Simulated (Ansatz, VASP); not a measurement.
**Cd in VASP and in Ansatz**

The input INCAR:

```
SYSTEM = Cd
PREC = Accurate
ENCUT = 520
EDIFF = 1E-6
ISMEAR = -1
SIGMA = 0.1
LREAL = .FALSE.
LASPH = .TRUE.
NELM = 60
ALGO = Normal
ISIF = 2
LWAVE = .FALSE.
LCHARG = .FALSE.
GGA = PE
NBANDS = 25
```

The input KPOINTS:

```
regular mesh
0
G
  9 9 13
  0 0 0
```

Contents of POSCAR:

```
Cd
1.0
    5.1456782261      0.0000000000      0.0000000000
   -2.5728391130      4.4562880635      0.0000000000
    0.0000000000      0.0000000000      3.0954824778
Cd
3
Direct
    0.0000000000      0.0000000000      0.0000000000
    0.3333333333      0.6666666667      0.5000000000
    0.6666666667      0.3333333333      0.5000000000
```

Input for Ansatz:

```yaml
crystal:
  lattice:
    - [5.1456782261, 0.0, 0.0]
    - [-2.572839113, 4.4562880635, 0.0]
    - [0.0, 0.0, 3.0954824778]
  atoms:
    - { symbol: Cd, position: [0.0, 0.0, 0.0] }
    - { symbol: Cd, position: [0.3333333333, 0.6666666667, 0.5] }
    - { symbol: Cd, position: [0.6666666667, 0.3333333333, 0.5] }
hamiltonian:
  xc: pbe
  pseudopotentials:
    kind: paw
    azcp:
      Cd: "pseudopotentials/Cd.paw.azcp"
basis:
  ecutwfc: 420
  fft_grid_basis: typed
kpoints:
  mp_grid: { grid: [9, 9, 13], shift: [0, 0, 0] }
magnetization:
  spin_polarized: false
scf:
  occupations: { method: fermi_dirac, width: 0.1 }
output:
  stress: true
```

Alike in both runs: task single point; functional PBE; k mesh 9 × 9 × 13; occupations fermi-dirac, width 0.1 eV; no spin polarisation.

```csv
,VASP,Ansatz
version,VASP 6.6.1,Ansatz 0.2.0
potentials or method,"VASP PAW PBE potentials, release 64 (Cd), cutoff 520 eV","plane waves (420 eV) with PAW, scalar-relativistic"
valence electrons in the cell,36,60
```

Ansatz gave:

| Item | Value |
| --- | --- |
| pressure (GPa) | 0.0 |

Task: Estimate VASP's values.

Result: Pressure (GPa): 0.2.

VASP's potentials hold 36 valence electrons a cell and Ansatz's 60, so a difference there can come from the potentials and not from the codes.
